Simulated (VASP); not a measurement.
# Sb in VASP: notebook

Runs on Sb. Level: PBEsol. Tasks: electric field gradients.

All numbers are computed with VASP 6.6.1; they aren't measurements. Logs are shortened: lines on timing, memory, paths and dates and some standing lists are left out, and cuts for length are marked.

### 1 The cell of the first run

It takes space group Fm-3m (No. 225, cubic). The conventional cell has a = 4.595 Å, b = 4.595 Å, c = 4.595 Å, α = 90.00°, β = 90.00°, γ = 90.00°. Sb (site symmetry m-3m) has 12 Sb at 3.25 Å within 4.3 Å.

### 2 Electric field gradients, PBEsol (volume scaled by 0.99)

Input file INCAR:

```
PREC     = Accurate       # precision mode
ENCUT    = 520            # plane-wave cutoff, eV
EDIFF    = 1E-8           # SCF threshold, eV
ISMEAR   = -1             # smearing method
SIGMA    = 0.05           # smearing width, eV
LREAL    = F              # projectors in reciprocal space
LASPH    = T              # aspherical terms in the spheres
NELM     = 100            # most SCF steps
ALGO     = Normal         # electronic algorithm
ISIF     = 2              # what is computed and relaxed
LWAVE    = F              # write WAVECAR
LCHARG   = F              # write CHGCAR
GGA      = PS             # functional
LEFG     = T            
NBANDS   = 8              # bands
```

Input file KPOINTS:

```
regular mesh
0
Gamma
  12 12 12
```

Input file POSCAR:

```
Sb
1.0
    0.0000000000      2.2972909123      2.2972909123
    2.2972909123      0.0000000000      2.2972909123
    2.2972909123      2.2972909123      0.0000000000
Sb
1
Direct
    0.0000000000      0.0000000000      0.0000000000
```

Potentials or basis: VASP PAW PBE potentials, release 64 (Sb).

On the command line:

```bash
$ cat potpaw_PBE.64/Sb/POTCAR > POTCAR
$ mpirun -np 1 vasp_std > vasp.out
```

OUTCAR:

```text
PREC = Accurate
   ENCUT = 520
   EDIFF = 1E-8
   ISMEAR = -1
   LREAL = F
   LASPH = T
   NELM = 100
   ISIF = 2
   GGA = PS

 ion  position               nearest neighbor table
   1  0.000  0.000  0.000-

  LATTYP: Found a face centered cubic cell.
 ALAT       =     4.5945818246

  Lattice vectors:

 A1 = (   0.0000000000,   2.2972909123,   2.2972909123)
 A2 = (   2.2972909123,   0.0000000000,   2.2972909123)
 A3 = (   2.2972909123,   2.2972909123,   0.0000000000)

Analysis of symmetry for initial positions (statically):
=====================================================================
 Subroutine PRICEL returns:
 Original cell was already a primitive cell.

 Routine SETGRP: Setting up the symmetry group for a
 face centered cubic supercell.

 Subroutine GETGRP returns: Found 48 space group operations
 (whereof 48 operations were pure point group operations)
 out of a pool of 48 trial point group operations.

The static configuration has the point symmetry O_h .

Analysis of symmetry for dynamics (positions and initial velocities):
=====================================================================
 Subroutine PRICEL returns:
 Original cell was already a primitive cell.

 Routine SETGRP: Setting up the symmetry group for a
 face centered cubic supercell.

 Subroutine GETGRP returns: Found 48 space group operations
 (whereof 48 operations were pure point group operations)
 out of a pool of 48 trial point group operations.

The dynamic configuration has the point symmetry O_h .

 Subroutine INISYM returns: Found 48 space group operations
 (whereof 48 operations are pure point group operations),
 and found     1 'primitive' translations

----------------------------------------------------------------------------------------

                                     Primitive cell

  volume of cell :      24.2481

  direct lattice vectors                    reciprocal lattice vectors
     0.000000000  2.297290912  2.297290912    -0.217647664  0.217647664  0.217647664
     2.297290912  0.000000000  2.297290912     0.217647664 -0.217647664  0.217647664
     2.297290912  2.297290912  0.000000000     0.217647664  0.217647664 -0.217647664

  length of vectors
     3.248859965  3.248859965  3.248859965     0.376976812  0.376976812  0.376976812

  position of ions in fractional coordinates (direct lattice)
     0.000000000  0.000000000  0.000000000

  ion indices of the primitive-cell ions
   primitive index   ion index
                 1           1

----------------------------------------------------------------------------------------

 KPOINTS: regular mesh

Automatic generation of k-mesh.
 Grid dimensions read from file:
 generate k-points for:   12   12   12

 Generating k-lattice:

  Cartesian coordinates                     Fractional coordinates (reciprocal lattice)
    -0.018137305  0.018137305  0.018137305     0.083333333  0.000000000  0.000000000
     0.018137305 -0.018137305  0.018137305     0.000000000  0.083333333  0.000000000
     0.018137305  0.018137305 -0.018137305     0.000000000  0.000000000  0.083333333

  Length of vectors
     0.031414734  0.031414734  0.031414734

  Shift w.r.t. Gamma in fractional coordinates (k-lattice)
     0.000000000  0.000000000  0.000000000

 Subroutine IBZKPT returns following result:
 ===========================================

 Found     72 irreducible k-points:

 Following reciprocal coordinates:
            Coordinates               Weight
  0.000000  0.000000  0.000000      1.000000
  0.083333  0.000000  0.000000      8.000000
  0.166667  0.000000  0.000000      8.000000
  0.250000  0.000000  0.000000      8.000000
  0.333333  0.000000  0.000000      8.000000
  0.416667  0.000000  0.000000      8.000000
[... 16 lines left out ...]
  0.500000  0.166667  0.000000     24.000000
 -0.416667  0.166667  0.000000     24.000000
 [... further k-points ...]
   k-points           NKPTS =     72   k-points in BZ     NKDIM =     72   number of bands    NBANDS=      8
   number of dos      NEDOS =    301   number of ions     NIONS =      1
   total plane-waves  NPLWV =  13824
   dimension x,y,z NGX =    24 NGY =   24 NGZ =   24
   dimension x,y,z NGXF=    48 NGYF=   48 NGZF=   48
   ions per type =               1
   NGX,Y,Z   is equivalent  to a cutoff of  12.28, 12.28, 12.28 a.u.
   NGXF,Y,Z  is equivalent  to a cutoff of  24.56, 24.56, 24.56 a.u.
 SYSTEM =  unknown system
   PREC   = accura    normal or accurate (medium, high low for compatibility)
   ISTART =      0    job   : 0-new  1-cont  2-samecut
   ICHARG =      2    charge: 1-file 2-atom 10-const
   ISPIN  =      1    spin polarized calculation?
   LNONCOLLINEAR =      F non collinear calculations
   LSORBIT =      F    spin-orbit coupling
   LASPH  =      T    aspherical Exc in radial PAW
   ENCUT  =  520.0 eV  38.22 Ry    6.18 a.u.   6.04  6.04  6.04*2*pi/ulx,y,z
   NELM   =    100;   NELMIN=  2; NELMDL= -5     # of ELM steps
   EDIFF  = 0.1E-07   stopping-criterion for ELM
   LREAL  =      F    real-space projection
   EDIFFG = 0.1E-06   stopping-criterion for IOM
   NSW    =      0    number of steps for IOM
   IBRION =     -1    ionic relax: 0-MD 1-quasi-New 2-CG
   NFREE  =      0    steps in history (QN), initial steepest desc. (CG)
   ISIF   =      2    stress and relaxation
   ISYM   =      2    0-nonsym 1-usesym 2-fastsym
   POTIM  = 0.5000    time-step for ionic-motion
   TEBEG  =    0.0;   TEEND  =   0.0 temperature during run
   PSTRESS=    0.0 pullay stress
   NELECT =       5.0000    total number of electrons
   NUPDOWN=      -1.0000    fix difference up-down
   EMIN   =  10.00;   EMAX   =-10.00  energy-range for DOS
   EFERMI =   0.00;   METHOD = LEGACY
   ISMEAR =    -1;   SIGMA  =   0.05  broadening in eV -4-tet -1-fermi 0-gaus
   EFERMI_NEDOS =   21; number of points for ismear=-14 and -15
   IALGO  =     38    algorithm
   IMIX   =      4    mixing-type and parameters
     AMIX     =   0.40;   BMIX     =  1.00
     AMIX_MAG =   1.60;   BMIX_MAG =  1.00
  volume/ion in A,a.u.               =      24.25       163.63
  Fermi-wavevector in a.u.,A,eV,Ry     =   0.967176  1.827698 12.727290  0.935429
  Thomas-Fermi vector in A             =   2.097040
   LORBIT       =      0    0 simple, 1 ext, 2 COOP (PROOUT), +10 PAW based schemes
   GGA     = PS    functional components
   LHFCALC =     F    Hartree Fock is set to
   AEXX    =    0.0000 exact exchange contribution
   IVDW    =     0    specifies the selected vdW correction
   LEPSILON=     F    determine dielectric tensor
   LRPA    =     F    only Hartree local field effects (RPA)
 non-spin polarized calculation
  energy-cutoff  :      520.00
  volume of cell :       24.25
 maximum number of plane-waves:       664
   NGX = 13   NGY = 13   NGZ = 13

 number of electron       4.9999999 magnetization

 Free energy of the ion-electron system (eV)
  ---------------------------------------------------
  ext. energy  EPLUGINS =         0.00000000
  ---------------------------------------------------
  free energy    TOTEN  =        -4.26176276 eV

  energy without entropy =       -4.25570076  energy(sigma->0) =       -4.25873176

 E-fermi :   9.8701     XC(G=0): -10.7930

 val. band max:        9.7669923699   @ k =   0.5000   0.4167   0.0833
 cond. band min:       9.8842774891   @ k =   0.4167   0.3333   0.0000
 fundamental gap:      0.1172851192
 Fermi energy:         9.8701457695

 k-point     1 :       0.0000    0.0000    0.0000
  band No.  band energies     occupation
      1      -4.0021      2.00000
      2      15.9267      0.00000
      3      15.9267      0.00000
      4      15.9267      0.00000
      5      20.0396      0.00000
      6      20.1576      0.00000
      7      20.1576      0.00000
      8      20.1576      0.00000

 k-point     2 :       0.0833    0.0000    0.0000
  band No.  band energies     occupation
      1      -3.8504      2.00000
      2      14.4586      0.00000
      3      15.7033      0.00000
      4      15.7033      0.00000
      5      19.0622      0.00000
      6      20.5097      0.00000
      7      20.5097      0.00000
      8      22.1287      0.00000

 k-point     3 :       0.1667    0.0000    0.0000
  band No.  band energies     occupation
      1      -3.3964      2.00000
      2      11.7629      0.00000
      3      15.2163      0.00000
      4      15.2163      0.00000
      5      18.6536      0.00000
      6      21.0989      0.00000
      7      21.0989      0.00000
      8      22.6884      0.00000
[... 210 lines left out ...]
 k-point    23 :       0.5000    0.1667    0.0000
  band No.  band energies     occupation
      1       0.4628      2.00000
      2       4.3438      2.00000
      3      10.9173      0.00000
      4      12.5444      0.00000
      5      16.3479      0.00000
      6      21.3819      0.00000
      7      21.5115      0.00000
      8      23.7273      0.00000

 k-point    24 :      -0.4167    0.1667    0.0000
  band No.  band energies     occupation
      1       0.7349      2.00000
      2       3.9827      2.00000
      3      10.4048      0.00005
      4      13.0014      0.00000
      5      16.6932      0.00000
      6      20.9227      0.00000
      7      21.2686      0.00000
      8      24.3223      0.00000

 [... further k-points ...]
[... 5 lines left out ...]
  --------------------------------------------------------------------------------------
  -------------------------------------------------------------------------------------
  Total        0.9230143      0.9230143      0.9230143      0.0000000      0.0000000     -0.0000000
  in kB       60.9875301     60.9875301     60.9875301      0.0000000      0.0000000     -0.0000000
  external PRESSURE =      60.9875301 kB  Pullay stress =       0.0000000 kB

 VOLUME and BASIS-vectors are now :
 -----------------------------------------------------------------------------
  energy-cutoff  :      520.00
  volume of cell :       24.25
      direct lattice vectors                 reciprocal lattice vectors
     0.000000000  2.297290912  2.297290912    -0.217647664  0.217647664  0.217647664
     2.297290912  0.000000000  2.297290912     0.217647664 -0.217647664  0.217647664
     2.297290912  2.297290912  0.000000000     0.217647664  0.217647664 -0.217647664

 POSITION                                       TOTAL-FORCE (eV/Angst)
 -----------------------------------------------------------------------------------
      0.00000      0.00000      0.00000         0.000000      0.000000      0.000000
 -----------------------------------------------------------------------------------
    total drift:                                0.000000     -0.000000     -0.000000

  FREE ENERGIE OF THE ION-ELECTRON SYSTEM (eV)
  ---------------------------------------------------
  free  energy   TOTEN  =        -4.2617627580 eV

  energy  without entropy=       -4.2557007619  energy(sigma->0) =       -4.25873176

 Electric field gradients (V/A^2)
---------------------------------------------------------------------
 ion       V_xx      V_yy      V_zz      V_xy      V_xz      V_yz
---------------------------------------------------------------------
   1       0.000    -0.000    -0.000     0.000     0.000     0.000
---------------------------------------------------------------------

 Electric field gradients after diagonalization (V/A^2)
 (convention: |V_zz| > |V_xx| > |V_yy|)
----------------------------------------------------------------------
 ion       V_xx      V_yy      V_zz     asymmetry (V_yy - V_xx)/ V_zz
----------------------------------------------------------------------
   1      -0.000    -0.000     0.000       0.000
----------------------------------------------------------------------

           NMR quadrupolar parameters

 Cq : quadrupolar parameter    Cq=e*Q*V_zz/h
 eta: asymmetry parameters     (V_yy - V_xx)/ V_zz
 Q  : nuclear electric quadrupole moment in mb (millibarn)
----------------------------------------------------------------------
 ion       Cq(MHz)       eta       Q (mb)
----------------------------------------------------------------------
   1       0.000       0.000       1.000
----------------------------------------------------------------------
```

Run time: 5.7 s. Hardware: 1 thread of Intel Xeon 6975P-C, shared host; peak memory 0.14 GiB.

What came out:

| Quantity | Value |
| --- | --- |
| Free energy | -4.2618 eV |
| Pressure | 6.1 GPa |

Caveat: without QUAD_EFG the Cq values of the log hold for a quadrupole moment of 1 mb, not for the nuclei; the PAW data sets were made with another functional, which shifts forces and pressure a little; spin-orbit coupling is left out, which moves the levels of the heavy elements.

[end of part 1 of 2]
